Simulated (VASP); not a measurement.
# PbS (Galena) (Fm-3m) in VASP: notebook

Aim: see how the results for PbS (Galena) move with the level of theory and the settings. Levels: BLYP, PBE. Tasks: single point.

All numbers are computed with VASP 6.6.1; they aren't measurements. Logs are shortened: lines on timing, memory, paths and dates and some standing lists are left out, and cuts for length are marked.

**1. The cell of the first run**

It takes space group Fm-3m (No. 225, cubic). Conventional cell: a = 5.931 Å, b = 5.931 Å, c = 5.931 Å, α = 90.00°, β = 90.00°, γ = 90.00°. Within 3.9 Å of Pb (site symmetry m-3m) lie 6 S at 2.97 Å. Within 3.9 Å of S (site symmetry m-3m) lie 6 Pb at 2.97 Å.

**2. Single point, BLYP**

INCAR reads:

```
  PREC = Accurate
  ENCUT = 520
  EDIFF = 1E-6
  ISMEAR = -1
  SIGMA = 0.05
  LREAL = False
  LASPH = True
  NELM = 100
  ALGO = Normal
  ISIF = 2
  LWAVE = False
  LCHARG = True
  GGA = B5
  ALDAX = 1.0
  AGGAX = 1.0
  AGGAC = 1.0
  ALDAC = 0.0
  LELF = True
  LVHAR = True
  NBANDS = 17
```

KPOINTS reads:

```
Automatic mesh
0
Gamma
  8 8 8
```

POSCAR reads:

```
PbS
1.0
    0.0000000000      2.9657500000      2.9657500000
    2.9657500000      0.0000000000      2.9657500000
    2.9657500000      2.9657500000      0.0000000000
Pb S
1 1
Direct
    0.0000000000      0.0000000000      0.0000000000
    0.5000000000      0.5000000000      0.5000000000
```

Potentials or basis: VASP PAW PBE potentials, release 64 (Pb_d, S).

Command:

```console
cat potpaw_PBE.64/Pb_d/POTCAR potpaw_PBE.64/S/POTCAR > POTCAR
mpirun -np 1 vasp_std > vasp.out
```

OUTCAR:

```text
PREC = Accurate
   ENCUT = 520
   EDIFF = 1E-6
   ISMEAR = -1
   LREAL = False
   LASPH = True
   NELM = 100
   ISIF = 2
   GGA = B5

 ion  position               nearest neighbor table
   1  0.000  0.000  0.000-   2 2.97   2 2.97   2 2.97   2 2.97   2 2.97   2 2.97
   2  0.500  0.500  0.500-   1 2.97   1 2.97   1 2.97   1 2.97   1 2.97   1 2.97

  LATTYP: Found a face centered cubic cell.
 ALAT       =     5.9315000000

  Lattice vectors:

 A1 = (   0.0000000000,   2.9657500000,   2.9657500000)
 A2 = (   2.9657500000,   0.0000000000,   2.9657500000)
 A3 = (   2.9657500000,   2.9657500000,   0.0000000000)

Analysis of symmetry for initial positions (statically):
=====================================================================
 Subroutine PRICEL returns:
 Original cell was already a primitive cell.

 Routine SETGRP: Setting up the symmetry group for a
 face centered cubic supercell.

 Subroutine GETGRP returns: Found 48 space group operations
[... 9 lines left out ...]

 Routine SETGRP: Setting up the symmetry group for a
 face centered cubic supercell.

 Subroutine GETGRP returns: Found 48 space group operations
[... 11 lines left out ...]
                                     Primitive cell

  volume of cell :      52.1715

  direct lattice vectors                    reciprocal lattice vectors
     0.000000000  2.965750000  2.965750000    -0.168591419  0.168591419  0.168591419
     2.965750000  0.000000000  2.965750000     0.168591419 -0.168591419  0.168591419
     2.965750000  2.965750000  0.000000000     0.168591419  0.168591419 -0.168591419

  length of vectors
     4.194203873  4.194203873  4.194203873     0.292008903  0.292008903  0.292008903

  position of ions in fractional coordinates (direct lattice)
     0.000000000  0.000000000  0.000000000
     0.500000000  0.500000000  0.500000000

  ion indices of the primitive-cell ions
   primitive index   ion index
                 1           1
                 2           2

----------------------------------------------------------------------------------------

 KPOINTS: Automatic mesh

Automatic generation of k-mesh.
 Grid dimensions read from file:
 generate k-points for:    8    8    8

 Generating k-lattice:

  Cartesian coordinates                     Fractional coordinates (reciprocal lattice)
    -0.021073927  0.021073927  0.021073927     0.125000000  0.000000000  0.000000000
     0.021073927 -0.021073927  0.021073927     0.000000000  0.125000000  0.000000000
     0.021073927  0.021073927 -0.021073927     0.000000000  0.000000000  0.125000000

  Length of vectors
     0.036501113  0.036501113  0.036501113

  Shift w.r.t. Gamma in fractional coordinates (k-lattice)
     0.000000000  0.000000000  0.000000000

 Subroutine IBZKPT returns following result:
 ===========================================

 Found     29 irreducible k-points:

 Following reciprocal coordinates:
            Coordinates               Weight
  0.000000  0.000000  0.000000      1.000000
  0.125000  0.000000  0.000000      8.000000
  0.250000  0.000000  0.000000      8.000000
  0.375000  0.000000  0.000000      8.000000
  0.500000  0.000000  0.000000      4.000000
  0.125000  0.125000  0.000000      6.000000
[... 16 lines left out ...]
  0.500000  0.250000  0.125000     48.000000
 -0.375000  0.250000  0.125000     24.000000
 [... further k-points ...]
   k-points           NKPTS =     29   k-points in BZ     NKDIM =     29   number of bands    NBANDS=     17
   number of dos      NEDOS =    301   number of ions     NIONS =      2
   total plane-waves  NPLWV =  32768
   dimension x,y,z NGX =    32 NGY =   32 NGZ =   32
   dimension x,y,z NGXF=    64 NGYF=   64 NGZF=   64
   ions per type =               1   1
   NGX,Y,Z   is equivalent  to a cutoff of  12.68, 12.68, 12.68 a.u.
   NGXF,Y,Z  is equivalent  to a cutoff of  25.37, 25.37, 25.37 a.u.
 SYSTEM =  unknown system
   PREC   = accura    normal or accurate (medium, high low for compatibility)
   ISTART =      0    job   : 0-new  1-cont  2-samecut
   ICHARG =      2    charge: 1-file 2-atom 10-const
   ISPIN  =      1    spin polarized calculation?
   LNONCOLLINEAR =      F non collinear calculations
   LSORBIT =      F    spin-orbit coupling
   LASPH  =      T    aspherical Exc in radial PAW
   ENCUT  =  520.0 eV  38.22 Ry    6.18 a.u.   7.80  7.80  7.80*2*pi/ulx,y,z
   NELM   =    100;   NELMIN=  2; NELMDL= -5     # of ELM steps
   EDIFF  = 0.1E-05   stopping-criterion for ELM
   LREAL  =      F    real-space projection
   EDIFFG = 0.1E-04   stopping-criterion for IOM
   NSW    =      0    number of steps for IOM
   IBRION =     -1    ionic relax: 0-MD 1-quasi-New 2-CG
   NFREE  =      0    steps in history (QN), initial steepest desc. (CG)
   ISIF   =      2    stress and relaxation
   ISYM   =      2    0-nonsym 1-usesym 2-fastsym
   POTIM  = 0.5000    time-step for ionic-motion
   TEBEG  =    0.0;   TEEND  =   0.0 temperature during run
   PSTRESS=    0.0 pullay stress
   NELECT =      20.0000    total number of electrons
   NUPDOWN=      -1.0000    fix difference up-down
   EMIN   =  10.00;   EMAX   =-10.00  energy-range for DOS
   EFERMI =   0.00;   METHOD = LEGACY
   ISMEAR =    -1;   SIGMA  =   0.05  broadening in eV -4-tet -1-fermi 0-gaus
   EFERMI_NEDOS =   21; number of points for ismear=-14 and -15
   IALGO  =     38    algorithm
   IMIX   =      4    mixing-type and parameters
     AMIX     =   0.40;   BMIX     =  1.00
     AMIX_MAG =   1.60;   BMIX_MAG =  1.00
  volume/ion in A,a.u.               =      26.09       176.04
  Fermi-wavevector in a.u.,A,eV,Ry     =   1.189251  2.247359 19.242973  1.414319
  Thomas-Fermi vector in A             =   2.325363
   LORBIT       =      0    0 simple, 1 ext, 2 COOP (PROOUT), +10 PAW based schemes
   GGA     = B5    functional components
   LHFCALC =     F    Hartree Fock is set to
   AEXX    =    0.0000 exact exchange contribution
   IVDW    =     0    specifies the selected vdW correction
   LEPSILON=     F    determine dielectric tensor
   LRPA    =     F    only Hartree local field effects (RPA)
 non-spin polarized calculation
  energy-cutoff  :      520.00
  volume of cell :       52.17
 maximum number of plane-waves:      1424
   NGX = 15   NGY = 15   NGZ = 15

 number of electron      19.9999998 magnetization

 Free energy of the ion-electron system (eV)
  ---------------------------------------------------
  ext. energy  EPLUGINS =         0.00000000
  ---------------------------------------------------
  free energy    TOTEN  =        -7.66215155 eV

  energy without entropy =       -7.66207692  energy(sigma->0) =       -7.66211424

 E-fermi :   6.4714     XC(G=0):  -9.1158

 val. band max:        6.2319099452   @ k =   0.5000   0.0000   0.0000
 cond. band min:       6.7109727134   @ k =   0.5000   0.0000   0.0000
 fundamental gap:      0.4790627682
 Fermi energy:         6.4714456776

 k-point     1 :       0.0000    0.0000    0.0000
  band No.  band energies     occupation
      1     -10.5851      2.00000
      2     -10.5851      2.00000
      3     -10.5851      2.00000
      4     -10.5722      2.00000
      5     -10.5722      2.00000
      6      -7.3241      2.00000
[... 9 lines left out ...]
     16      13.1730      0.00000
     17      15.3083      0.00000

 k-point     2 :       0.1250    0.0000    0.0000
  band No.  band energies     occupation
      1     -10.5844      2.00000
      2     -10.5828      2.00000
      3     -10.5828      2.00000
      4     -10.5724      2.00000
      5     -10.5724      2.00000
      6      -7.1915      2.00000
[... 9 lines left out ...]
     16      13.5288      0.00000
     17      16.4607      0.00000

 k-point     3 :       0.2500    0.0000    0.0000
  band No.  band energies     occupation
      1     -10.5905      2.00000
      2     -10.5905      2.00000
      3     -10.5829      2.00000
      4     -10.5594      2.00000
      5     -10.5594      2.00000
      6      -6.8229      2.00000
[... 9 lines left out ...]
     16      14.3659      0.00000
     17      18.4830      0.00000

 k-point     4 :       0.3750    0.0000    0.0000
  band No.  band energies     occupation
      1     -10.6008      2.00000
      2     -10.6008      2.00000
      3     -10.5820      2.00000
      4     -10.5437      2.00000
      5     -10.5437      2.00000
      6      -6.3436      2.00000
[... 9 lines left out ...]
     16      15.5669      0.00000
     17      18.2215      0.00000

 k-point     5 :       0.5000    0.0000    0.0000
  band No.  band energies     occupation
      1     -10.6051      2.00000
      2     -10.6051      2.00000
      3     -10.5817      2.00000
      4     -10.5372      2.00000
      5     -10.5372      2.00000
      6      -6.0845      2.00000
[... 9 lines left out ...]
     16      16.4760      0.00000
     17      16.9195      0.00000

 k-point     6 :       0.1250    0.1250    0.0000
  band No.  band energies     occupation
      1     -10.5888      2.00000
      2     -10.5845      2.00000
      3     -10.5766      2.00000
      4     -10.5766      2.00000
      5     -10.5684      2.00000
      6      -7.1451      2.00000
[... 9 lines left out ...]
     16      14.2573      0.00000
     17      15.7102      0.00000
[... 281 lines left out ...]
 k-point    21 :       0.5000    0.5000    0.0000
  band No.  band energies     occupation
      1     -10.7260      2.00000
      2     -10.6101      2.00000
      3     -10.5466      2.00000
      4     -10.5244      2.00000
      5     -10.5244      2.00000
      6      -5.6631      2.00000
[... 9 lines left out ...]
     16      18.5902      0.00000
     17      18.6174      0.00000

 k-point    22 :       0.3750    0.2500    0.1250
  band No.  band energies     occupation
      1     -10.6204      2.00000
      2     -10.5886      2.00000
      3     -10.5776      2.00000
      4     -10.5562      2.00000
      5     -10.5480      2.00000
      6      -6.5040      2.00000
[... 9 lines left out ...]
     16      16.3090      0.00000
     17      16.6013      0.00000

 k-point    23 :       0.5000    0.2500    0.1250
  band No.  band energies     occupation
      1     -10.6356      2.00000
      2     -10.5853      2.00000
      3     -10.5785      2.00000
      4     -10.5514      2.00000
      5     -10.5405      2.00000
      6      -6.0775      2.00000
[... 9 lines left out ...]
     16      16.6706      0.00000
     17      17.7232      0.00000

 k-point    24 :      -0.3750    0.2500    0.1250
  band No.  band energies     occupation
      1     -10.6412      2.00000
      2     -10.5886      2.00000
      3     -10.5696      2.00000
      4     -10.5563      2.00000
      5     -10.5357      2.00000
      6      -5.8614      2.00000
[... 9 lines left out ...]
     16      17.2758      0.00000
     17      17.6429      0.00000

 [... further k-points ...]

------------------------ aborting loop because EDIFF is reached ----------------------------------------

  FORCE on cell =-STRESS in cart. coord.  units (eV):
  Direction    XX          YY          ZZ          XY          YZ          ZX
  --------------------------------------------------------------------------------------
  -------------------------------------------------------------------------------------
  Total        1.9398690      1.9398690      1.9398690     -0.0000000      0.0000000     -0.0000000
  in kB       59.5729876     59.5729876     59.5729876     -0.0000000      0.0000000     -0.0000000
  external PRESSURE =      59.5729876 kB  Pullay stress =       0.0000000 kB

 VOLUME and BASIS-vectors are now :
 -----------------------------------------------------------------------------
  energy-cutoff  :      520.00
  volume of cell :       52.17
      direct lattice vectors                 reciprocal lattice vectors
     0.000000000  2.965750000  2.965750000    -0.168591419  0.168591419  0.168591419
     2.965750000  0.000000000  2.965750000     0.168591419 -0.168591419  0.168591419
     2.965750000  2.965750000  0.000000000     0.168591419  0.168591419 -0.168591419

 POSITION                                       TOTAL-FORCE (eV/Angst)
 -----------------------------------------------------------------------------------
      0.00000      0.00000      0.00000        -0.000000     -0.000000      0.000000
      2.96575      2.96575      2.96575         0.000000      0.000000     -0.000000
 -----------------------------------------------------------------------------------
    total drift:                                0.000000     -0.000000     -0.000000

  FREE ENERGIE OF THE ION-ELECTRON SYSTEM (eV)
  ---------------------------------------------------
  free  energy   TOTEN  =        -7.6621515483 eV

  energy  without entropy=       -7.6620769227  energy(sigma->0) =       -7.66211424
```

Run time: 14 s. Hardware: 1 thread of Intel Xeon 6975P-C (Granite Rapids), shared host; peak memory 0.18 GiB.

What came out:

* Free energy: -7.6622 eV
* Pressure: 6.0 GPa
* Band gap on the k mesh: 0.48 eV, direct

Levels at points of the mesh, in eV from the valence-band top:
```tsv
k point	band 8	band 9	band 10	band 11	band 12	band 13
(0.00, 0.00, 0.00)	-2.14	-2.14	-2.14	5.12	5.12	5.12
(0.50, 0.00, 0.00)	-1.73	-1.73	0.00	0.48	1.97	1.97
(0.50, 0.50, 0.00)	-5.09	-3.39	-3.39	4.18	5.59	5.62
```

Caveat: the PAW data sets were made with another functional, which shifts forces and pressure a little; spin-orbit coupling is left out, which moves the levels of the heavy elements.

**3. Single point, PBE**

INCAR reads:

```
SYSTEM = PbS
PREC = Accurate
ENCUT = 520
EDIFF = 1E-7
ISMEAR = 0
SIGMA = 0.024
LREAL = .FALSE.
LASPH = .TRUE.
NELM = 80
ALGO = Normal
ISIF = 2
LWAVE = .FALSE.
LCHARG = .TRUE.
GGA = PE
LELF = .TRUE.
LVHAR = .TRUE.
NBANDS = 17
```

KPOINTS reads:

```
regular mesh
0
G
  8 8 8
  0 0 0
```

POSCAR is that of step 2.

Potentials or basis: VASP PAW PBE potentials, release 64 (Pb_d, S).

Command:

```console
cat potpaw_PBE.64/Pb_d/POTCAR potpaw_PBE.64/S/POTCAR > POTCAR
mpirun -np 1 vasp_std > vasp.out
```

It took 8.9 s on 1 thread of Intel Xeon 6975P-C (Granite Rapids), shared host; peak memory 0.18 GiB.

Results (log left out):

```
Free energy            : -8.7560 eV
Pressure               : 2.2 GPa
Band gap on the k mesh : 0.36 eV, direct
```

Levels at points of the mesh, in eV from the valence-band top:
| k point | band 8 | band 9 | band 10 | band 11 | band 12 | band 13 |
| --- | --- | --- | --- | --- | --- | --- |
| (0.00, 0.00, 0.00) | -2.17 | -2.17 | -2.17 | 5.21 | 5.21 | 5.21 |
| (0.50, 0.00, 0.00) | -1.78 | -1.78 | 0.00 | 0.36 | 1.96 | 1.96 |
| (0.50, 0.50, 0.00) | -5.20 | -3.44 | -3.44 | 3.86 | 5.58 | 5.68 |

Caveat: spin-orbit coupling is left out, which moves the levels of the heavy elements.
